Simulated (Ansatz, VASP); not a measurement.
One calculation of Fe, two programs

```
Fe
1.0
    -1.43152    1.43152    1.43152
     1.43152   -1.43152    1.43152
     1.43152    1.43152   -1.43152
Fe
1
Direct
  0.00000 0.00000 0.00000
```

Alike in both runs: task single point; functional PBE; k mesh 2 × 2 × 2; occupations gaussian, width 0.1 eV; collinear spin.

|  | VASP | Ansatz |
| --- | --- | --- |
| version | VASP 6.6.1 | Ansatz 0.2.0 |
| potentials or method | VASP PAW PBE potentials, release 64 (Fe), cutoff 520 eV | scalar-relativistic, plane waves, PAW |
| valence electrons in the cell | 8 | 16 |

Ansatz gave:

- gap on the k mesh at the Fermi level (eV): none
- pressure (GPa): 21.5
- net moment per atom (μB): 3.50
- size of the moment on the site where the two differ most (μB): 3.00

Q: What did VASP give for the same quantities?

A: gap on the k mesh at the Fermi level (eV): none; pressure (GPa): 20.4; net moment per atom (μB): 3.50; size of the moment on the site where the two differ most (μB): 3.21.

Site moments also hang on the region over which each program counts them. A gap of «none» marks a metal or a gap that the smearing closes. The functional is the same, so the differences come from potentials, cutoffs and numerics. VASP's potentials hold 8 valence electrons a cell and Ansatz's 16, so a difference there can come from the potentials and not from the codes.

The k mesh is coarse, so the values compare programs but aren't converged.
